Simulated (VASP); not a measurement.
# Se (Im-3m) in VASP: single point with PBEsol

Aim: the single point of Se with PBEsol.

Everything below comes from runs of VASP 6.6.1. Logs are shortened: lines on timing, memory, paths and dates and some standing lists are left out, and cuts for length are marked.

**1. The cell of the first run**

The structure is cubic, space group Im-3m (No. 229). The conventional cell has a = 2.775 Å, b = 2.775 Å, c = 2.775 Å, α = 90.00°, β = 90.00°, γ = 90.00°. Se (site symmetry m-3m) has 14 Se at 2.40 to 2.77 Å within 3.2 Å.

This isn't the form of Se at room conditions, which is trigonal, of chains.

**2. Single point, PBEsol, non-collinear spin, zero start, spin-orbit coupling**

The input, INCAR:

```
ALGO = Normal
EDIFF = 1E-7
ENCUT = 520
GGA = PS
GGA_COMPAT = False
ISIF = 2
ISMEAR = 0
LASPH = True
LCHARG = True
LNONCOLLINEAR = True
LORBIT = 11
LORBMOM = True
LREAL = False
LSORBIT = True
LVHAR = True
LWAVE = False
MAGMOM = 0 0 0
NBANDS = 17
NELM = 150
PREC = Accurate
SIGMA = 0.1
```

The input, KPOINTS:

```
k-points
0
Gamma
  22 22 22
```

The input, POSCAR:

```
Se
1.0
   -1.3874625648      1.3874625648      1.3874625648
    1.3874625648     -1.3874625648      1.3874625648
    1.3874625648      1.3874625648     -1.3874625648
Se
1
Direct
    0.0000000000      0.0000000000      0.0000000000
```

Potentials or basis: VASP PAW PBE potentials, release 64 (Se).

Run with:

```bash
$ cat potpaw_PBE.64/Se/POTCAR > POTCAR
$ mpirun -np 1 vasp_ncl > vasp.out
```

OUTCAR:

```text
EDIFF = 1E-7
   ENCUT = 520
   GGA = PS
   ISIF = 2
   ISMEAR = 0
   LASPH = True
   LNONCOLLINEAR = True
   LORBIT = 11
   LREAL = False
   LSORBIT = True
   NELM = 150
   PREC = Accurate

 ion  position               nearest neighbor table
   1  0.000  0.000  0.000-

  LATTYP: Found a body centered cubic cell.
 ALAT       =     2.7749251296

  Lattice vectors:

 A1 = (  -1.3874625648,   1.3874625648,   1.3874625648)
 A2 = (   1.3874625648,  -1.3874625648,   1.3874625648)
 A3 = (   1.3874625648,   1.3874625648,  -1.3874625648)

Analysis of symmetry for initial positions (statically):
=====================================================================
 Subroutine PRICEL returns:
 Original cell was already a primitive cell.

 Routine SETGRP: Setting up the symmetry group for a
 body centered cubic supercell.

 Subroutine GETGRP returns: Found 48 space group operations
 (whereof 48 operations were pure point group operations)
 out of a pool of 48 trial point group operations.

The static configuration has the point symmetry O_h .

Analysis of symmetry for dynamics (positions and initial velocities):
=====================================================================
 Subroutine PRICEL returns:
 Original cell was already a primitive cell.

 Routine SETGRP: Setting up the symmetry group for a
 body centered cubic supercell.

 Subroutine GETGRP returns: Found 48 space group operations
 (whereof 48 operations were pure point group operations)
 out of a pool of 48 trial point group operations.

The dynamic configuration has the point symmetry O_h .

Analysis of structural, dynamic, and magnetic symmetry:
=====================================================================
 Subroutine PRICEL returns:
 Original cell was already a primitive cell.

 Routine SETGRP: Setting up the symmetry group for a
 body centered cubic supercell.

 Subroutine GETGRP returns: Found 48 space group operations
 (whereof 48 operations were pure point group operations)
 out of a pool of 48 trial point group operations.

The overall configuration has the point symmetry O_h .

 Subroutine INISYM returns: Found 48 space group operations
 (whereof 48 operations are pure point group operations),
 and found     1 'primitive' translations

----------------------------------------------------------------------------------------

                                     Primitive cell

  volume of cell :      10.6838

  direct lattice vectors                    reciprocal lattice vectors
    -1.387462565  1.387462565  1.387462565     0.000000000  0.360370083  0.360370083
     1.387462565 -1.387462565  1.387462565     0.360370083  0.000000000  0.360370083
     1.387462565  1.387462565 -1.387462565     0.360370083  0.360370083  0.000000000

  length of vectors
     2.403155656  2.403155656  2.403155656     0.509640259  0.509640259  0.509640259

  position of ions in fractional coordinates (direct lattice)
     0.000000000  0.000000000  0.000000000

  ion indices of the primitive-cell ions
   primitive index   ion index
                 1           1

----------------------------------------------------------------------------------------

 KPOINTS: k-points

Automatic generation of k-mesh.
 Grid dimensions read from file:
 generate k-points for:   22   22   22

 Generating k-lattice:

  Cartesian coordinates                     Fractional coordinates (reciprocal lattice)
     0.000000000  0.016380458  0.016380458     0.045454545  0.000000000  0.000000000
     0.016380458  0.000000000  0.016380458     0.000000000  0.045454545  0.000000000
     0.016380458  0.016380458  0.000000000     0.000000000  0.000000000  0.045454545

  Length of vectors
     0.023165466  0.023165466  0.023165466

  Shift w.r.t. Gamma in fractional coordinates (k-lattice)
     0.000000000  0.000000000  0.000000000

 Subroutine IBZKPT returns following result:
 ===========================================

 Found    328 irreducible k-points:

 Following reciprocal coordinates:
            Coordinates               Weight
  0.000000  0.000000  0.000000      1.000000
  0.045455  0.000000  0.000000     12.000000
  0.090909  0.000000  0.000000     12.000000
  0.136364  0.000000  0.000000     12.000000
  0.181818  0.000000  0.000000     12.000000
  0.227273  0.000000  0.000000     12.000000
[... 16 lines left out ...]
  0.090909  0.090909  0.000000     24.000000
  0.136364  0.090909  0.000000     48.000000
 [... further k-points ...]
   k-points           NKPTS =    328   k-points in BZ     NKDIM =    328   number of bands    NBANDS=     17
   number of dos      NEDOS =    301   number of ions     NIONS =      1
   total plane-waves  NPLWV =   5832
   dimension x,y,z NGX =    18 NGY =   18 NGZ =   18
   dimension x,y,z NGXF=    36 NGYF=   36 NGZF=   36
   ions per type =               1
   NGX,Y,Z   is equivalent  to a cutoff of  12.45, 12.45, 12.45 a.u.
   NGXF,Y,Z  is equivalent  to a cutoff of  24.90, 24.90, 24.90 a.u.
 SYSTEM =  unknown system
   PREC   = accura    normal or accurate (medium, high low for compatibility)
   ISTART =      0    job   : 0-new  1-cont  2-samecut
   ICHARG =      2    charge: 1-file 2-atom 10-const
   ISPIN  =      1    spin polarized calculation?
   LNONCOLLINEAR =      T non collinear calculations
   LSORBIT =      T    spin-orbit coupling
   LASPH  =      T    aspherical Exc in radial PAW
   ENCUT  =  520.0 eV  38.22 Ry    6.18 a.u.   4.47  4.47  4.47*2*pi/ulx,y,z
   NELM   =    150;   NELMIN=  2; NELMDL= -5     # of ELM steps
   EDIFF  = 0.1E-06   stopping-criterion for ELM
   LREAL  =      F    real-space projection
   EDIFFG = 0.1E-05   stopping-criterion for IOM
   NSW    =      0    number of steps for IOM
   IBRION =     -1    ionic relax: 0-MD 1-quasi-New 2-CG
   NFREE  =      0    steps in history (QN), initial steepest desc. (CG)
   ISIF   =      2    stress and relaxation
   ISYM   =      2    0-nonsym 1-usesym 2-fastsym
   POTIM  = 0.5000    time-step for ionic-motion
   TEBEG  =    0.0;   TEEND  =   0.0 temperature during run
   PSTRESS=    0.0 pullay stress
   NELECT =       6.0000    total number of electrons
   NUPDOWN=      -1.0000    fix difference up-down
   EMIN   =  10.00;   EMAX   =-10.00  energy-range for DOS
   EFERMI =   0.00;   METHOD = LEGACY
   ISMEAR =     0;   SIGMA  =   0.10  broadening in eV -4-tet -1-fermi 0-gaus
   EFERMI_NEDOS =   21; number of points for ismear=-14 and -15
   IALGO  =     38    algorithm
   IMIX   =      4    mixing-type and parameters
     AMIX     =   0.40;   BMIX     =  1.00
     AMIX_MAG =   1.60;   BMIX_MAG =  1.00
  volume/ion in A,a.u.               =      10.68        72.10
  Fermi-wavevector in a.u.,A,eV,Ry     =   1.350674  2.552404 24.821396  1.824321
  Thomas-Fermi vector in A             =   2.478159
   LORBIT       =     11    0 simple, 1 ext, 2 COOP (PROOUT), +10 PAW based schemes
   GGA     = PS    functional components
   LHFCALC =     F    Hartree Fock is set to
   AEXX    =    0.0000 exact exchange contribution
   IVDW    =     0    specifies the selected vdW correction
   LEPSILON=     F    determine dielectric tensor
   LRPA    =     F    only Hartree local field effects (RPA)
 Gauss-broadening in eV      SIGMA  =   0.10
  energy-cutoff  :      520.00
  volume of cell :       10.68
 maximum number of plane-waves:       642
 NGX is ok and might be reduce to    18
   NGX =  9   NGY =  9   NGZ =  9

 number of electron       6.0000000 magnetization       0.0000000      0.0000000      0.0000000

 number of electron       6.0000001 magnetization       0.0000000     -0.0000000     -0.0000000

 number of electron       6.0000001 magnetization      -0.0000000      0.0000000      0.0000000

 Free energy of the ion-electron system (eV)
  ---------------------------------------------------
  ext. energy  EPLUGINS =         0.00000000
  ---------------------------------------------------
  free energy    TOTEN  =        -0.44886969 eV

  energy without entropy =       -0.44766332  energy(sigma->0) =       -0.44826650

 E-fermi :  15.8853     XC(G=0): -13.8061

 val. band max:       15.8592813831   @ k =   0.3182   0.1818   0.0455
 cond. band min:      15.8925761119   @ k =   0.5000   0.5000   0.5000
 fundamental gap:      0.0332947288
 Fermi energy:        15.8853220543

 k-point     1 :       0.0000    0.0000    0.0000
  band No.  band energies     occupation
      1      -8.6945      1.00000
      2      -8.6945      1.00000
      3      23.3793      0.00000
      4      23.3793      0.00000
      5      24.2885      0.00000
      6      24.2885      0.00000
[... 9 lines left out ...]
     16      33.9573      0.00000
     17      33.9577      0.00000

 k-point     2 :       0.0455    0.0000    0.0000
  band No.  band energies     occupation
      1      -8.6139      1.00000
      2      -8.6139      1.00000
      3      22.9474      0.00000
      4      22.9474      0.00000
      5      23.7300      0.00000
      6      23.7300      0.00000
[... 9 lines left out ...]
     16      32.6044      0.00000
     17      33.1250      0.00000

 k-point     3 :       0.0909    0.0000    0.0000
  band No.  band energies     occupation
      1      -8.3722      1.00000
      2      -8.3722      1.00000
      3      21.4362      0.00000
      4      21.4362      0.00000
      5      22.6629      0.00000
      6      22.6629      0.00000
[... 9 lines left out ...]
     16      32.3853      0.00000
     17      32.4952      0.00000

 k-point     4 :       0.1364    0.0000    0.0000
  band No.  band energies     occupation
      1      -7.9694      1.00000
      2      -7.9694      1.00000
      3      19.2121      0.00000
      4      19.2121      0.00000
      5      21.5523      0.00000
      6      21.5523      0.00000
[... 9 lines left out ...]
     16      32.8687      0.00000
     17      33.7795      0.00000
[... 343 lines left out ...]
      1      -0.1416      1.00000
      2      -0.1416      1.00000
      3       2.5611      1.00000
      4       2.5611      1.00000
      5      16.0991      0.00125
      6      16.0991      0.00125
[... 9 lines left out ...]
     16      39.6159      0.00000
     17      41.2807      0.00000

 k-point    23 :       0.0909    0.0909    0.0000
  band No.  band energies     occupation
      1      -7.7278      1.00000
      2      -7.7278      1.00000
      3      18.6519      0.00000
      4      18.6519      0.00000
      5      20.3634      0.00000
      6      20.3634      0.00000
[... 9 lines left out ...]
     16      33.2598      0.00000
     17      35.0267      0.00000

 k-point    24 :       0.1364    0.0909    0.0000
  band No.  band energies     occupation
      1      -7.1643      1.00000
      2      -7.1643      1.00000
      3      16.6307      0.00000
      4      16.6307      0.00000
      5      18.9199      0.00000
      6      18.9199      0.00000
[... 9 lines left out ...]
     16      34.2694      0.00000
     17      36.1549      0.00000

 [... further k-points ...]
[... 5 lines left out ...]
  --------------------------------------------------------------------------------------
  -------------------------------------------------------------------------------------
  Total       12.5721852     12.5721852     12.5721852     -0.0000000     -0.0000000      0.0000000
  in kB     1885.3741061   1885.3741061   1885.3741061     -0.0000000     -0.0000000      0.0000000
  external PRESSURE =    1885.3741061 kB  Pullay stress =       0.0000000 kB

 VOLUME and BASIS-vectors are now :
 -----------------------------------------------------------------------------
  energy-cutoff  :      520.00
  volume of cell :       10.68
      direct lattice vectors                 reciprocal lattice vectors
    -1.387462565  1.387462565  1.387462565     0.000000000  0.360370083  0.360370083
     1.387462565 -1.387462565  1.387462565     0.360370083  0.000000000  0.360370083
     1.387462565  1.387462565 -1.387462565     0.360370083  0.360370083  0.000000000

 POSITION                                       TOTAL-FORCE (eV/Angst)
 -----------------------------------------------------------------------------------
      0.00000      0.00000      0.00000         0.000000      0.000000     -0.000000
 -----------------------------------------------------------------------------------
    total drift:                                0.000000     -0.000000      0.000000

  FREE ENERGIE OF THE ION-ELECTRON SYSTEM (eV)
  ---------------------------------------------------
  free  energy   TOTEN  =        -0.4488696884 eV

  energy  without entropy=       -0.4476633185  energy(sigma->0) =       -0.44826650

 orbital moment (x)

 # of ion     p       d       tot
 ----------------------------------------
  1         0.000  -0.000  -0.000
 ----------------------------------------
            0.000  -0.000  -0.000

 orbital moment (y)

 # of ion     p       d       tot
 ----------------------------------------
  1         0.000   0.000   0.000
 ----------------------------------------
            0.000   0.000   0.000

 orbital moment (z)

 # of ion     p       d       tot
 ----------------------------------------
  1         0.000  -0.000  -0.000
 ----------------------------------------
            0.000  -0.000  -0.000

 Spin-Orbit-Coupling matrix elements

 Ion:    1  E_soc:     -0.0406677
 l=   1
     0.0000000    -0.0067218    -0.0067218
    -0.0067218     0.0000000    -0.0067218
    -0.0067218    -0.0067218     0.0000000
 l=   2
     0.0000000    -0.0000163     0.0000000    -0.0000163    -0.0000399
    -0.0000163     0.0000000    -0.0000299    -0.0000163    -0.0000100
     0.0000000    -0.0000299     0.0000000    -0.0000299     0.0000000
    -0.0000163    -0.0000163    -0.0000299     0.0000000    -0.0000100
    -0.0000399    -0.0000100     0.0000000    -0.0000100     0.0000000
 l=   3
     0.0000000     0.0000000     0.0000000     0.0000000     0.0000000     0.0000000     0.0000000
     0.0000000     0.0000000     0.0000000     0.0000000     0.0000000     0.0000000     0.0000000
     0.0000000     0.0000000     0.0000000     0.0000000     0.0000000     0.0000000     0.0000000
     0.0000000     0.0000000     0.0000000     0.0000000     0.0000000     0.0000000     0.0000000
     0.0000000     0.0000000     0.0000000     0.0000000     0.0000000     0.0000000     0.0000000
     0.0000000     0.0000000     0.0000000     0.0000000     0.0000000     0.0000000     0.0000000
     0.0000000     0.0000000     0.0000000     0.0000000     0.0000000     0.0000000     0.0000000

 total charge

# of ion       s       p       d       tot
------------------------------------------
    1        1.572   2.378   0.322   4.272

 magnetization (x)

# of ion       s       p       d       tot
------------------------------------------
    1        0.000   0.000  -0.000   0.000

 magnetization (y)

# of ion       s       p       d       tot
------------------------------------------
    1       -0.000   0.000   0.000  -0.000

 magnetization (z)

# of ion       s       p       d       tot
------------------------------------------
    1       -0.000  -0.000   0.000  -0.000
```

Run time: 3.1 min. Hardware: 1 thread of Intel Xeon Platinum 8175M at 2.50GHz (Skylake/Cascade Lake), shared host; peak memory 0.21 GiB.

Results:

```yaml
Free_energy: -0.4489 eV
Pressure: 188.5 GPa
Net_moment: 0.00 μB per cell
Valence_electrons_inside_the_program's_atomic_spheres: Se 4.27
```

Moments on the atoms (μB; x, y, z):
```
Se  0.00 0.00 0.00
```

Caveat: the cell stands under pressure; the PAW data sets were made with another functional, which shifts forces and pressure a little.
